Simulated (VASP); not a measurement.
# Sb2Au (Fm-3m) in VASP: notebook

The runs below take Sb2Au through single point, with LDA.

Everything below comes from runs of VASP 6.6.1. Logs are shortened: lines on timing, memory, paths and dates and some standing lists are left out, and cuts for length are marked.

**1. The cell of the first run**

The structure is cubic, space group Fm-3m (No. 225). Conventional cell: a = 6.426 Å, b = 6.426 Å, c = 6.426 Å, α = 90.00°, β = 90.00°, γ = 90.00°. Within 3.7 Å of Sb (site symmetry -43m) lie 4 Au at 2.78 Å and 6 Sb at 3.21 Å. Within 3.7 Å of Au (site symmetry m-3m) lie 8 Sb at 2.78 Å.

**2. Single point, LDA**

INCAR reads:

```
  PREC = Accurate
  ENCUT = 520
  EDIFF = 1E-6
  ISMEAR = -1
  SIGMA = 0.1
  LREAL = False
  LASPH = True
  NELM = 60
  ALGO = Normal
  ISIF = 2
  LWAVE = False
  LCHARG = True
  GGA = CA
  LELF = True
  LVHAR = True
  NBANDS = 18
```

KPOINTS reads:

```
Automatic mesh
0
Gamma
  6 6 6
```

POSCAR reads:

```
Sb2Au
1.0
    0.0000000000      3.2131486720      3.2131486720
    3.2131486720      0.0000000000      3.2131486720
    3.2131486720      3.2131486720      0.0000000000
Sb Au
2 1
Direct
    0.2500000000      0.2500000000      0.2500000000
    0.7500000000      0.7500000000      0.7500000000
    0.0000000000      0.0000000000      0.0000000000
```

Potentials or basis: VASP PAW LDA potentials, release 64 (Sb, Au).

The run is started by

```console
cat potpaw_LDA.64/Sb/POTCAR potpaw_LDA.64/Au/POTCAR > POTCAR
mpirun -np 1 vasp_std > vasp.out
```

OUTCAR:

```text
PREC = Accurate
   ENCUT = 520
   EDIFF = 1E-6
   ISMEAR = -1
   LREAL = False
   LASPH = True
   NELM = 60
   ISIF = 2
   GGA = CA

 ion  position               nearest neighbor table
   1  0.250  0.250  0.250-   3 2.78   3 2.78   3 2.78   3 2.78   2 3.21   2 3.21   2 3.21   2 3.21
                             2 3.21   2 3.21
   2  0.750  0.750  0.750-   3 2.78   3 2.78   3 2.78   3 2.78   1 3.21   1 3.21   1 3.21   1 3.21
                             1 3.21   1 3.21
   3  0.000  0.000  0.000-   1 2.78   2 2.78   2 2.78   2 2.78   2 2.78   1 2.78   1 2.78   1 2.78

  LATTYP: Found a face centered cubic cell.
 ALAT       =     6.4262973440

  Lattice vectors:

 A1 = (   0.0000000000,   3.2131486720,   3.2131486720)
 A2 = (   3.2131486720,   0.0000000000,   3.2131486720)
 A3 = (   3.2131486720,   3.2131486720,   0.0000000000)

Analysis of symmetry for initial positions (statically):
=====================================================================
 Subroutine PRICEL returns:
 Original cell was already a primitive cell.

 Routine SETGRP: Setting up the symmetry group for a
 face centered cubic supercell.

 Subroutine GETGRP returns: Found 48 space group operations
 (whereof 48 operations were pure point group operations)
 out of a pool of 48 trial point group operations.

The static configuration has the point symmetry O_h .

Analysis of symmetry for dynamics (positions and initial velocities):
=====================================================================
 Subroutine PRICEL returns:
 Original cell was already a primitive cell.

 Routine SETGRP: Setting up the symmetry group for a
 face centered cubic supercell.

 Subroutine GETGRP returns: Found 48 space group operations
 (whereof 48 operations were pure point group operations)
 out of a pool of 48 trial point group operations.

The dynamic configuration has the point symmetry O_h .

 Subroutine INISYM returns: Found 48 space group operations
 (whereof 48 operations are pure point group operations),
 and found     1 'primitive' translations

----------------------------------------------------------------------------------------

                                     Primitive cell

  volume of cell :      66.3472

  direct lattice vectors                    reciprocal lattice vectors
     0.000000000  3.213148672  3.213148672    -0.155610602  0.155610602  0.155610602
     3.213148672  0.000000000  3.213148672     0.155610602 -0.155610602  0.155610602
     3.213148672  3.213148672  0.000000000     0.155610602  0.155610602 -0.155610602

  length of vectors
     4.544078430  4.544078430  4.544078430     0.269525469  0.269525469  0.269525469

  position of ions in fractional coordinates (direct lattice)
     0.250000000  0.250000000  0.250000000
     0.750000000  0.750000000  0.750000000
     0.000000000  0.000000000  0.000000000

  ion indices of the primitive-cell ions
   primitive index   ion index
                 1           1
                 2           2
                 3           3

----------------------------------------------------------------------------------------

 KPOINTS: Automatic mesh

Automatic generation of k-mesh.
 Grid dimensions read from file:
 generate k-points for:    6    6    6

 Generating k-lattice:

  Cartesian coordinates                     Fractional coordinates (reciprocal lattice)
    -0.025935100  0.025935100  0.025935100     0.166666667  0.000000000  0.000000000
     0.025935100 -0.025935100  0.025935100     0.000000000  0.166666667  0.000000000
     0.025935100  0.025935100 -0.025935100     0.000000000  0.000000000  0.166666667

  Length of vectors
     0.044920912  0.044920912  0.044920912

  Shift w.r.t. Gamma in fractional coordinates (k-lattice)
     0.000000000  0.000000000  0.000000000

 Subroutine IBZKPT returns following result:
 ===========================================

 Found     16 irreducible k-points:

 Following reciprocal coordinates:
            Coordinates               Weight
  0.000000  0.000000  0.000000      1.000000
  0.166667  0.000000  0.000000      8.000000
  0.333333  0.000000  0.000000      8.000000
  0.500000  0.000000  0.000000      4.000000
  0.166667  0.166667  0.000000      6.000000
  0.333333  0.166667  0.000000     24.000000
[... 8 lines left out ...]
 -0.333333  0.333333  0.166667     24.000000
 -0.333333  0.500000  0.166667     12.000000
   k-points           NKPTS =     16   k-points in BZ     NKDIM =     16   number of bands    NBANDS=     18
   number of dos      NEDOS =    301   number of ions     NIONS =      3
   total plane-waves  NPLWV =  46656
   dimension x,y,z NGX =    36 NGY =   36 NGZ =   36
   dimension x,y,z NGXF=    72 NGYF=   72 NGZF=   72
   ions per type =               2   1
   NGX,Y,Z   is equivalent  to a cutoff of  13.17, 13.17, 13.17 a.u.
   NGXF,Y,Z  is equivalent  to a cutoff of  26.34, 26.34, 26.34 a.u.
 SYSTEM =  unknown system
   PREC   = accura    normal or accurate (medium, high low for compatibility)
   ISTART =      0    job   : 0-new  1-cont  2-samecut
   ICHARG =      2    charge: 1-file 2-atom 10-const
   ISPIN  =      1    spin polarized calculation?
   LNONCOLLINEAR =      F non collinear calculations
   LSORBIT =      F    spin-orbit coupling
   LASPH  =      T    aspherical Exc in radial PAW
   ENCUT  =  520.0 eV  38.22 Ry    6.18 a.u.   8.45  8.45  8.45*2*pi/ulx,y,z
   NELM   =     60;   NELMIN=  2; NELMDL= -5     # of ELM steps
   EDIFF  = 0.1E-05   stopping-criterion for ELM
   LREAL  =      F    real-space projection
   EDIFFG = 0.1E-04   stopping-criterion for IOM
   NSW    =      0    number of steps for IOM
   IBRION =     -1    ionic relax: 0-MD 1-quasi-New 2-CG
   NFREE  =      0    steps in history (QN), initial steepest desc. (CG)
   ISIF   =      2    stress and relaxation
   ISYM   =      2    0-nonsym 1-usesym 2-fastsym
   POTIM  = 0.5000    time-step for ionic-motion
   TEBEG  =    0.0;   TEEND  =   0.0 temperature during run
   PSTRESS=    0.0 pullay stress
   NELECT =      21.0000    total number of electrons
   NUPDOWN=      -1.0000    fix difference up-down
   EMIN   =  10.00;   EMAX   =-10.00  energy-range for DOS
   EFERMI =   0.00;   METHOD = LEGACY
   ISMEAR =    -1;   SIGMA  =   0.10  broadening in eV -4-tet -1-fermi 0-gaus
   EFERMI_NEDOS =   21; number of points for ismear=-14 and -15
   IALGO  =     38    algorithm
   IMIX   =      4    mixing-type and parameters
     AMIX     =   0.40;   BMIX     =  1.00
     AMIX_MAG =   1.60;   BMIX_MAG =  1.00
  volume/ion in A,a.u.               =      22.12       149.24
  Fermi-wavevector in a.u.,A,eV,Ry     =   1.115682  2.108333 16.935803  1.244746
  Thomas-Fermi vector in A             =   2.252289
   LORBIT       =      0    0 simple, 1 ext, 2 COOP (PROOUT), +10 PAW based schemes
   GGA     = CA    functional components
   LHFCALC =     F    Hartree Fock is set to
   AEXX    =    0.0000 exact exchange contribution
   IVDW    =     0    specifies the selected vdW correction
   LEPSILON=     F    determine dielectric tensor
   LRPA    =     F    only Hartree local field effects (RPA)
 non-spin polarized calculation
  energy-cutoff  :      520.00
  volume of cell :       66.35
 maximum number of plane-waves:      1820
 NGX is ok and might be reduce to    36
   NGX = 17   NGY = 17   NGZ = 17

 number of electron      21.0000001 magnetization

 Free energy of the ion-electron system (eV)
  ---------------------------------------------------
  ext. energy  EPLUGINS =         0.00000000
  ---------------------------------------------------
  free energy    TOTEN  =       -13.42267423 eV

  energy without entropy =      -13.36917466  energy(sigma->0) =      -13.39592444

 E-fermi :  10.4432     XC(G=0): -11.1445

 val. band max:       10.3597762682   @ k =   0.5000   0.1667   0.0000
 cond. band min:      10.4537132339   @ k =  -0.1667   0.1667   0.0000
 fundamental gap:      0.0939369657
 Fermi energy:        10.4431689480

 k-point     1 :       0.0000    0.0000    0.0000
  band No.  band energies     occupation
      1      -3.7437      2.00000
      2       2.7989      2.00000
      3       2.7989      2.00000
      4       2.7989      2.00000
      5       3.6851      2.00000
      6       4.2899      2.00000
[... 10 lines left out ...]
     17      12.6536      0.00000
     18      16.2293      0.00000

 k-point     2 :       0.1667    0.0000    0.0000
  band No.  band energies     occupation
      1      -3.4356      2.00000
      2       1.6217      2.00000
      3       2.9170      2.00000
      4       2.9170      2.00000
      5       4.2470      2.00000
      6       4.2470      2.00000
[... 10 lines left out ...]
     17      15.4884      0.00000
     18      17.5583      0.00000

 k-point     3 :       0.3333    0.0000    0.0000
  band No.  band energies     occupation
      1      -2.5676      2.00000
      2       0.2702      2.00000
      3       3.1406      2.00000
      4       3.1406      2.00000
      5       4.2450      2.00000
      6       4.2450      2.00000
[... 10 lines left out ...]
     17      18.7043      0.00000
     18      19.5778      0.00000

 k-point     4 :       0.5000    0.0000    0.0000
  band No.  band energies     occupation
      1      -1.6222      2.00000
      2      -0.7706      2.00000
      3       3.2276      2.00000
      4       3.2276      2.00000
      5       3.9289      2.00000
      6       4.3251      2.00000
[... 207 lines left out ...]
      4       3.5064      2.00000
      5       3.5116      2.00000
      6       4.1644      2.00000
[... 10 lines left out ...]
     17      17.7120      0.00000
     18      18.5209      0.00000

 k-point    15 :      -0.3333    0.3333    0.1667
  band No.  band energies     occupation
      1      -0.9260      2.00000
      2      -0.6177      2.00000
      3       2.8339      2.00000
      4       3.0418      2.00000
      5       3.6751      2.00000
      6       4.2470      2.00000
[... 10 lines left out ...]
     17      18.5158      0.00000
     18      18.9616      0.00000

 k-point    16 :      -0.3333    0.5000    0.1667
  band No.  band energies     occupation
      1      -0.8111      2.00000
      2      -0.2812      2.00000
      3       2.0084      2.00000
      4       3.3539      2.00000
      5       3.9487      2.00000
      6       4.0759      2.00000
[... 10 lines left out ...]
     17      18.4278      0.00000
     18      19.6260      0.00000

------------------------ aborting loop because EDIFF is reached ----------------------------------------

  FORCE on cell =-STRESS in cart. coord.  units (eV):
  Direction    XX          YY          ZZ          XY          YZ          ZX
  --------------------------------------------------------------------------------------
  -------------------------------------------------------------------------------------
  Total        7.1622238      7.1622238      7.1622238     -0.0000000      0.0000000     -0.0000000
  in kB      172.9561510    172.9561510    172.9561510     -0.0000000      0.0000000     -0.0000000
  external PRESSURE =     172.9561510 kB  Pullay stress =       0.0000000 kB

 VOLUME and BASIS-vectors are now :
 -----------------------------------------------------------------------------
  energy-cutoff  :      520.00
  volume of cell :       66.35
      direct lattice vectors                 reciprocal lattice vectors
     0.000000000  3.213148672  3.213148672    -0.155610602  0.155610602  0.155610602
     3.213148672  0.000000000  3.213148672     0.155610602 -0.155610602  0.155610602
     3.213148672  3.213148672  0.000000000     0.155610602  0.155610602 -0.155610602

 POSITION                                       TOTAL-FORCE (eV/Angst)
 -----------------------------------------------------------------------------------
      1.60657      1.60657      1.60657        -0.000000     -0.000000     -0.000000
      4.81972      4.81972      4.81972         0.000000      0.000000      0.000000
      0.00000      0.00000      0.00000         0.000000      0.000000      0.000000
 -----------------------------------------------------------------------------------
    total drift:                               -0.000000      0.000000      0.000000

  FREE ENERGIE OF THE ION-ELECTRON SYSTEM (eV)
  ---------------------------------------------------
  free  energy   TOTEN  =       -13.4226742268 eV

  energy  without entropy=      -13.3691746559  energy(sigma->0) =      -13.39592444
```

It took 9.7 s on 1 thread of Intel Xeon 6975P-C (Granite Rapids), shared host; peak memory 0.17 GiB.

What came out:

```yaml
Free_energy: -13.4227 eV
Pressure: 17.3 GPa
```

Levels at points of the mesh, in eV from the Fermi level:
```csv
k point,band 6,band 7,band 8,band 9,band 10,band 11,band 12,band 13,band 14,band 15
"(0.00, 0.00, 0.00)",-6.15,-6.15,-0.38,-0.38,-0.38,0.34,0.34,0.34,1.92,2.21
"(0.50, 0.00, 0.00)",-6.12,-6.12,-2.91,-2.91,-2.29,-1.77,0.11,0.11,5.16,6.00
"(0.50, 0.50, 0.00)",-6.03,-5.95,-5.42,-5.42,-3.86,0.08,4.04,4.04,4.31,6.43
```

Caveat: spin-orbit coupling is left out, which moves the levels of the heavy elements.

**3. Single point, LDA**

This run uses another cell than the first one, of 22.73 Å³/atom, 1.028 times its volume.

INCAR reads:

```
PREC = Accurate ; ENCUT = 520
EDIFF = 1E-6 ; ISMEAR = -1
SIGMA = 0.1 ; LREAL = False
LASPH = True ; NELM = 80
ALGO = Normal ; ISIF = 2
LWAVE = False ; LCHARG = True
GGA = CA ; LELF = True
LVHAR = True ; NBANDS = 18
```

KPOINTS is that of step 2.

POSCAR reads:

```
Sb2Au
1.0
    0.0000000000      3.2426287469      3.2426287469
    3.2426287469      0.0000000000      3.2426287469
    3.2426287469      3.2426287469      0.0000000000
Sb Au
2 1
Direct
    0.2500000000      0.2500000000      0.2500000000
    0.7500000000      0.7500000000      0.7500000000
    0.0000000000      0.0000000000      0.0000000000
```

Potentials or basis: VASP PAW LDA potentials, release 64 (Sb, Au).

The run is started by

```console
cat potpaw_LDA.64/Sb/POTCAR potpaw_LDA.64/Au/POTCAR > POTCAR
mpirun -np 1 vasp_std > vasp.out
```

It took 8.1 s on 1 thread of Intel Xeon 6975P-C (Granite Rapids), shared host; peak memory 0.17 GiB.

Results (log left out):

```yaml
Free_energy: -13.5966 eV
Pressure: 13.0 GPa
```

Levels at points of the mesh, in eV from the Fermi level:
```csv
k point,band 6,band 7,band 8,band 9,band 10,band 11,band 12,band 13,band 14,band 15
"(0.00, 0.00, 0.00)",-5.96,-5.96,-0.37,-0.37,-0.37,0.37,0.37,0.37,1.80,2.30
"(0.50, 0.00, 0.00)",-5.92,-5.92,-2.78,-2.78,-2.34,-1.72,0.13,0.13,5.03,6.01
"(0.50, 0.50, 0.00)",-5.83,-5.77,-5.22,-5.22,-3.84,0.15,3.92,3.92,4.19,6.46
```

Caveat: spin-orbit coupling is left out, which moves the levels of the heavy elements.

**4. Single point, LDA**

This run uses another cell than the first one, of 23.34 Å³/atom, 1.056 times its volume.

INCAR reads:

```
PREC = Accurate ; ENCUT = 520
EDIFF = 1E-6 ; ISMEAR = -1
SIGMA = 0.1 ; LREAL = False
LASPH = True ; NELM = 80
ALGO = Normal ; ISIF = 2
LWAVE = False ; LCHARG = False
NBANDS = 18
```

KPOINTS reads:

```
regular mesh
0
Gamma
  6 6 6
```

POSCAR reads:

```
Sb2Au
1.0
    0.0000000000      3.2715823213      3.2715823213
    3.2715823213      0.0000000000      3.2715823213
    3.2715823213      3.2715823213      0.0000000000
Sb Au
2 1
Direct
    0.2500000000      0.2500000000      0.2500000000
    0.7500000000      0.7500000000      0.7500000000
    0.0000000000      0.0000000000      0.0000000000
```

The run is started by

```console
cat potpaw_LDA.64/Sb/POTCAR potpaw_LDA.64/Au/POTCAR > POTCAR
mpirun -np 1 vasp_std > vasp.out
```

Wall time 7.4 s (1 thread of Intel Xeon 6975P-C (Granite Rapids), shared host); peak memory 0.18 GiB.

Results (log left out):

```yaml
Free_energy: -13.7245 eV
Pressure: 9.3 GPa
```

Levels at points of the mesh, in eV from the Fermi level:
| k point | band 7 | band 8 | band 9 | band 10 | band 11 | band 12 | band 13 | band 14 |
| --- | --- | --- | --- | --- | --- | --- | --- | --- |
| (0.00, 0.00, 0.00) | -5.77 | -0.36 | -0.36 | -0.36 | 0.41 | 0.41 | 0.41 | 1.68 |
| (0.50, 0.00, 0.00) | -5.74 | -2.66 | -2.66 | -2.38 | -1.67 | 0.14 | 0.14 | 4.90 |
| (0.50, 0.50, 0.00) | -5.59 | -5.04 | -5.04 | -3.82 | 0.22 | 3.81 | 3.81 | 4.07 |

Caveat: spin-orbit coupling is left out, which moves the levels of the heavy elements.

**5. Summary**

```tsv
cell	gap on the mesh (eV)	pressure (GPa)
a = 4.544 Å, angles 60.0°, 3 atoms	none	17.3
a = 4.586 Å, angles 60.0°, 3 atoms	none	13.0
a = 4.627 Å, angles 60.0°, 3 atoms	none	9.3
```

Alike in all rows: task single point; level LDA; potentials or basis VASP PAW LDA potentials, release 64 (Sb, Au); no spin polarisation; k mesh 6 × 6 × 6; cutoff (eV) 520; smearing fermi-dirac 0.1 eV.

Caveats: spin-orbit coupling is left out, which moves the levels of the heavy elements.

Total energies depend on the potentials used, so only differences within one code and one set of settings carry meaning.
